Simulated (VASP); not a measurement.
# TaN in VASP: further runs, part 2 of 2

VASP 6.6.1. The steps go on from the part before.

### Step 4. Single point, PBE (atoms displaced along a vibrational mode, the cell strained)

INCAR reads:

```
SYSTEM = TaN
PREC = Accurate
ENCUT = 520
EDIFF = 1E-6
ISMEAR = 0
SIGMA = 0.15
LREAL = .False.
LASPH = .True.
NELM = 80
ALGO = Normal
ISIF = 2
LWAVE = .False.
LCHARG = .True.
GGA = PE
LELF = .True.
LVHAR = .True.
NBANDS = 15
```

KPOINTS reads:

```
Automatic mesh
0
Gamma
  18 18 18
  0 0 0
```

POSCAR reads:

```
TaN
1.0
    0.0000000000      2.2338367647      2.1566632413
    2.2338367647      0.0000000000      2.1566632413
    2.2338367647      2.2338367647      0.0000000000
Ta N
1 1
Direct
    0.4952498232      0.5047501768      0.5047501768
    0.0613646338     -0.0613646338     -0.0613646338
```

Potentials or basis: VASP PAW PBE potentials, release 64 (Ta_pv, N).

The run is started by

```console
$ cat potpaw_PBE.64/Ta_pv/POTCAR potpaw_PBE.64/N/POTCAR > POTCAR
$ mpirun -np 1 vasp_std > vasp.out
```

OUTCAR:

```text
SYSTEM = TaN
   PREC = Accurate
   ENCUT = 520
   EDIFF = 1E-6
   ISMEAR = 0
   LREAL = .False.
   LASPH = .True.
   NELM = 80
   ISIF = 2
   GGA = PE

 ion  position               nearest neighbor table
   1  0.495  0.505  0.505-   2 1.94   2 2.18   2 2.18   2 2.25   2 2.25   2 2.53
   2  0.061  0.939  0.939-   1 1.94   1 2.18   1 2.18   1 2.25   1 2.25   1 2.53

  LATTYP: Found a body centered tetragonal cell.
 ALAT       =     3.1591222488
 C/A-ratio  =     1.3653559891

  Lattice vectors:

 A1 = (   0.0000000000,  -2.2338367647,  -2.1566632413)
 A2 = (   0.0000000000,   2.2338367647,  -2.1566632413)
 A3 = (   2.2338367647,   0.0000000000,   2.1566632413)

Analysis of symmetry for initial positions (statically):
=====================================================================
 Subroutine PRICEL returns:
 Original cell was already a primitive cell.

 Routine SETGRP: Setting up the symmetry group for a
 body centered tetragonal supercell.

 Subroutine GETGRP returns: Found  4 space group operations
 (whereof  4 operations were pure point group operations)
 out of a pool of 16 trial point group operations.

The static configuration has the point symmetry C_2v.

Analysis of symmetry for dynamics (positions and initial velocities):
=====================================================================
 Subroutine PRICEL returns:
 Original cell was already a primitive cell.

 Routine SETGRP: Setting up the symmetry group for a
 body centered tetragonal supercell.

 Subroutine GETGRP returns: Found  4 space group operations
 (whereof  4 operations were pure point group operations)
 out of a pool of 16 trial point group operations.

The dynamic configuration has the point symmetry C_2v.

 Subroutine INISYM returns: Found  4 space group operations
 (whereof  4 operations are pure point group operations),
 and found     1 'primitive' translations

----------------------------------------------------------------------------------------

                                     Primitive cell

  volume of cell :      21.5236

  direct lattice vectors                    reciprocal lattice vectors
     0.000000000  2.233836765  2.156663241    -0.223830142  0.223830142  0.231839626
     2.233836765  0.000000000  2.156663241     0.223830142 -0.223830142  0.231839626
     2.233836765  2.233836765  0.000000000     0.223830142  0.223830142 -0.231839626

  length of vectors
     3.105031888  3.105031888  3.159122249     0.392363960  0.392363960  0.392363960

  position of ions in fractional coordinates (direct lattice)
     0.495249823  0.504750177  0.504750177
     0.061364634  0.938635366  0.938635366

  ion indices of the primitive-cell ions
   primitive index   ion index
                 1           1
                 2           2

----------------------------------------------------------------------------------------

 KPOINTS: Automatic mesh

Automatic generation of k-mesh.
 Grid dimensions read from file:
 generate k-points for:   18   18   18

 Generating k-lattice:

  Cartesian coordinates                     Fractional coordinates (reciprocal lattice)
    -0.012435008  0.012435008  0.012879979     0.055555556 -0.000000000  0.000000000
     0.012435008 -0.012435008  0.012879979    -0.000000000  0.055555556  0.000000000
     0.012435008  0.012435008 -0.012879979     0.000000000  0.000000000  0.055555556

  Length of vectors
     0.021797998  0.021797998  0.021797998

  Shift w.r.t. Gamma in fractional coordinates (k-lattice)
     0.000000000  0.000000000  0.000000000

 Subroutine IBZKPT returns following result:
 ===========================================

 Found    865 irreducible k-points:

 Following reciprocal coordinates:
            Coordinates               Weight
  0.000000  0.000000  0.000000      1.000000
  0.055556 -0.000000  0.000000      8.000000
  0.111111 -0.000000  0.000000      8.000000
  0.166667 -0.000000  0.000000      8.000000
  0.222222  0.000000  0.000000      8.000000
  0.277778  0.000000  0.000000      8.000000
[... 16 lines left out ...]
 -0.277778  0.055556  0.000000      8.000000
 -0.222222  0.055556  0.000000      8.000000
 [... further k-points ...]
   k-points           NKPTS =    865   k-points in BZ     NKDIM =    865   number of bands    NBANDS=     15
   number of dos      NEDOS =    301   number of ions     NIONS =      2
   total plane-waves  NPLWV =  13824
   dimension x,y,z NGX =    24 NGY =   24 NGZ =   24
   dimension x,y,z NGXF=    48 NGYF=   48 NGZF=   48
   ions per type =               1   1
   NGX,Y,Z   is equivalent  to a cutoff of  12.85, 12.85, 12.63 a.u.
   NGXF,Y,Z  is equivalent  to a cutoff of  25.70, 25.70, 25.26 a.u.
 SYSTEM =  TaN
   PREC   = accura    normal or accurate (medium, high low for compatibility)
   ISTART =      0    job   : 0-new  1-cont  2-samecut
   ICHARG =      2    charge: 1-file 2-atom 10-const
   ISPIN  =      1    spin polarized calculation?
   LNONCOLLINEAR =      F non collinear calculations
   LSORBIT =      F    spin-orbit coupling
   LASPH  =      T    aspherical Exc in radial PAW
   ENCUT  =  520.0 eV  38.22 Ry    6.18 a.u.   5.77  5.77  5.87*2*pi/ulx,y,z
   NELM   =     80;   NELMIN=  2; NELMDL= -5     # of ELM steps
   EDIFF  = 0.1E-05   stopping-criterion for ELM
   LREAL  =      F    real-space projection
[... 7 lines left out ...]
   TEBEG  =    0.0;   TEEND  =   0.0 temperature during run
   PSTRESS=    0.0 pullay stress
   NELECT =      16.0000    total number of electrons
   NUPDOWN=      -1.0000    fix difference up-down
   EMIN   =  10.00;   EMAX   =-10.00  energy-range for DOS
   EFERMI =   0.00;   METHOD = LEGACY
   ISMEAR =     0;   SIGMA  =   0.15  broadening in eV -4-tet -1-fermi 0-gaus
   EFERMI_NEDOS =   21; number of points for ismear=-14 and -15
   IALGO  =     38    algorithm
   IMIX   =      4    mixing-type and parameters
     AMIX     =   0.40;   BMIX     =  1.00
     AMIX_MAG =   1.60;   BMIX_MAG =  1.00
  volume/ion in A,a.u.               =      10.76        72.62
  Fermi-wavevector in a.u.,A,eV,Ry     =   1.483007  2.802476 29.923411  2.199309
  Thomas-Fermi vector in A             =   2.596722
   LORBIT       =      0    0 simple, 1 ext, 2 COOP (PROOUT), +10 PAW based schemes
   GGA     = PE    functional components
   LHFCALC =     F    Hartree Fock is set to
   AEXX    =    0.0000 exact exchange contribution
   IVDW    =     0    specifies the selected vdW correction
   LEPSILON=     F    determine dielectric tensor
   LRPA    =     F    only Hartree local field effects (RPA)
 non-spin polarized calculation
 Gauss-broadening in eV      SIGMA  =   0.15
  energy-cutoff  :      520.00
  volume of cell :       21.52
 maximum number of plane-waves:       592
   NGX = 11   NGY = 11   NGZ = 11

 number of electron      16.0000002 magnetization

 Free energy of the ion-electron system (eV)
  ---------------------------------------------------
  ext. energy  EPLUGINS =         0.00000000
  ---------------------------------------------------
  free energy    TOTEN  =       -21.45345865 eV

  energy without entropy =      -21.44300763  energy(sigma->0) =      -21.44823314

 E-fermi :   9.2676     XC(G=0): -13.3303

 val. band max:        9.2668340399   @ k =   0.3889   0.1667   0.1111
 cond. band min:       9.2680984564   @ k =   0.2778   0.0556  -0.2222
 fundamental gap:      0.0012644166
 Fermi energy:         9.2676056061

 k-point     1 :       0.0000    0.0000    0.0000
  band No.  band energies     occupation
      1     -26.3733      2.00000
      2     -26.2576      2.00000
      3     -26.2370      2.00000
      4      -9.3775      2.00000
      5       4.2082      2.00000
      6       4.2098      2.00000
      7       4.4158      2.00000
      8       7.3154      2.00000
      9       8.9951      1.98980
     10       9.0075      1.98582
     11       9.4186      0.15461
     12      10.8295      0.00000
     13      11.5036      0.00000
     14      18.5907      0.00000
     15      21.9223      0.00000
[... 397 lines left out ...]
 k-point    24 :      -0.2222    0.0556    0.0000
  band No.  band energies     occupation
      1     -26.7154      2.00000
      2     -26.3560      2.00000
      3     -26.3036      2.00000
      4      -8.1921      2.00000
      5       1.4385      2.00000
      6       3.0321      2.00000
      7       3.3755      2.00000
      8       8.0083      2.00000
      9       9.2161      1.37284
     10       9.3985      0.21716
     11      13.1500      0.00000
     12      13.4551      0.00000
     13      14.5877      0.00000
     14      21.6282      0.00000
     15      21.9279      0.00000

 [... further k-points ...]

------------------------ aborting loop because EDIFF is reached ----------------------------------------

  FORCE on cell =-STRESS in cart. coord.  units (eV):
  Direction    XX          YY          ZZ          XY          YZ          ZX
  --------------------------------------------------------------------------------------
  -------------------------------------------------------------------------------------
  Total        4.7546959     -0.5354375      2.0193882      0.0000000      0.0000000      0.0000000
  in kB      353.9306139    -39.8569576    150.3194593      0.0000000      0.0000000      0.0000000
  external PRESSURE =     154.7977052 kB  Pullay stress =       0.0000000 kB

 VOLUME and BASIS-vectors are now :
 -----------------------------------------------------------------------------
  energy-cutoff  :      520.00
  volume of cell :       21.52
      direct lattice vectors                 reciprocal lattice vectors
     0.000000000  2.233836765  2.156663241    -0.223830142  0.223830142  0.231839626
     2.233836765  0.000000000  2.156663241     0.223830142 -0.223830142  0.231839626
     2.233836765  2.233836765  0.000000000     0.223830142  0.223830142 -0.231839626

 POSITION                                       TOTAL-FORCE (eV/Angst)
 -----------------------------------------------------------------------------------
      2.25506      2.23384      2.15666        -2.985544      0.000000      0.000000
      4.19352      2.23384      2.15666         2.985544      0.000000      0.000000
 -----------------------------------------------------------------------------------
    total drift:                                0.000190     -0.000000      0.000000

  FREE ENERGIE OF THE ION-ELECTRON SYSTEM (eV)
  ---------------------------------------------------
  free  energy   TOTEN  =       -21.4534586497 eV

  energy  without entropy=      -21.4430076326  energy(sigma->0) =      -21.44823314
```

stdout:

```text
POSCAR found type information on POSCAR TaN
 POSCAR found :  2 types and       2 ions
 scaLAPACK will be used
 LDA part: xc-table for (Slater+PW92), standard interpolation
 POSCAR, INCAR and KPOINTS ok, starting setup
 FFT: planning ... GRIDC
 FFT: planning ... GRID_SOFT
 FFT: planning ... GRID
 WAVECAR not read
 entering main loop
```

Wall time 3.7 min (1 thread of Intel Xeon 8259CL, shared host); peak memory 0.38 GiB.

What came out:

```yaml
Free_energy: -21.4535 eV
Pressure: 15.5 GPa
Largest_force: 2.986 eV/Å
Band_gap_on_the_k_mesh: zero (bands 8 and 9 overlap by 2.83 eV)
```

Forces on the atoms (eV/Å):
```
Ta  -2.986  0.000  0.000
N    2.986  0.000  0.000
```

Levels at points of the mesh, in eV from the Fermi level:
```
           k point  band 4  band 5  band 6  band 7  band 8  band 9  band 10  band 11  band 12  band 13
(0.00, 0.00, 0.00)  -18.65   -5.06   -5.06   -4.85   -1.95   -0.27    -0.26     0.15     1.56     2.24
(0.50, 0.00, 0.00)  -15.87  -10.04   -7.32   -7.19    1.53    1.89     2.17     3.71     6.43     8.26
(0.50, 0.50, 0.00)  -17.32   -7.06   -6.32   -4.92   -2.51    2.80     3.63     3.69     4.02     7.17
(0.50, 0.00, 0.50)  -17.37   -7.04   -6.67   -4.91   -2.20    2.71     3.40     3.90     4.30     6.80
(0.00, 0.50, 0.50)  -17.32   -6.41   -5.18   -4.55   -4.43    2.27     3.07     3.38     3.81     6.02
```

Caveat: the cell differs from its parent crystal (atoms displaced along a vibrational mode, the cell strained); the stress differs along the axes, from -4 to 35 GPa; spin-orbit coupling is left out, which moves the levels of the heavy elements; forces of over 1 eV/Å act on the atoms, so gaps and moduli don't describe the material at rest.

### Step 5. Summary

| cell | gap on the mesh (eV) | pressure (GPa) | largest force (eV/Å) |
| --- | --- | --- | --- |
| a = 3.123 Å, angles 60.0°, 2 atoms | none | 15.8 | 3.49 |
| a = 3.141, b = 3.141, c = 3.086 Å, angles 60.6, 60.6, 58.8°, 2 atoms | none | 18.1 | 4.02 |
| a = 3.105, b = 3.105, c = 3.159 Å, angles 59.4, 59.4, 61.2°, 2 atoms | none | 15.5 | 2.99 |

Alike in all rows: task single point; level PBE; potentials or basis VASP PAW PBE potentials, release 64 (Ta_pv, N); no spin polarisation; k mesh 18 × 18 × 18; cutoff (eV) 520; smearing gaussian 0.15 eV.

Caveats: spin-orbit coupling is left out, which moves the levels of the heavy elements; forces of over 1 eV/Å act on the atoms, so gaps and moduli don't describe the material at rest; the stress differs along the axes, from 2 to 43 GPa (at least some runs); the stress differs along the axes, from -8 to 53 GPa (at least some runs); the stress differs along the axes, from -4 to 35 GPa (at least some runs).

Total energies depend on the potentials used, so only differences within one code and one set of settings carry meaning.
